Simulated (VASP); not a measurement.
A run of VASP 6.6.1:

POSCAR

```
SiC
1.0
    0.0571763058      2.1781449820      2.1781449820
    2.2353212878      0.0000000000      2.2353212878
    2.1781449820      2.1781449820      0.0571763058
Si C
1 1
Direct
    0.0000000000      0.0000000000      0.0000000000
    0.7500000000      0.7500000000      0.7500000000
```

File INCAR.step1:

```
SYSTEM = SiC
PREC = Accurate
ENCUT = 520
ISMEAR = 0
SIGMA = 0.05
LREAL = .False.
LASPH = .True.
NELM = 60
NBANDS = 11
GGA = PE
ALGO = Normal
EDIFF = 1E-4
LWAVE = .True.
LCHARG = .False.
```

Contents of INCAR.step2:

```
SYSTEM = SiC
PREC = Accurate
ENCUT = 520
EDIFF = 1E-6
ISMEAR = 0
SIGMA = 0.05
LREAL = .False.
LASPH = .True.
NELM = 60
ALGO = Normal
ISIF = 2
LWAVE = .False.
LCHARG = .False.
METAGGA = R2SCAN
LMIXTAU = .True.
NBANDS = 11
ISTART = 1
```

Contents of KPOINTS:

```
regular mesh
0
Gamma
  10 10 10
  0 0 0
```

Potentials or basis: VASP PAW PBE potentials, release 64 (Si, C).

The run is started by

```sh
$ cat potpaw_PBE.64/Si/POTCAR potpaw_PBE.64/C/POTCAR > POTCAR
$ cp INCAR.step1 INCAR
$ mpirun -np 1 vasp_std > vasp.out
$ cp INCAR.step2 INCAR
$ mpirun -np 1 vasp_std > vasp.out
```

Hardware: 1 thread of Intel(R) Xeon(R) 6975P-C (Granite Rapids) (shared host).

Estimate the wall time of this run.

It took 38 s on 1 thread of Intel(R) Xeon(R) 6975P-C (Granite Rapids) (shared host), peak memory 0.16 GiB. Counts: k points 171.
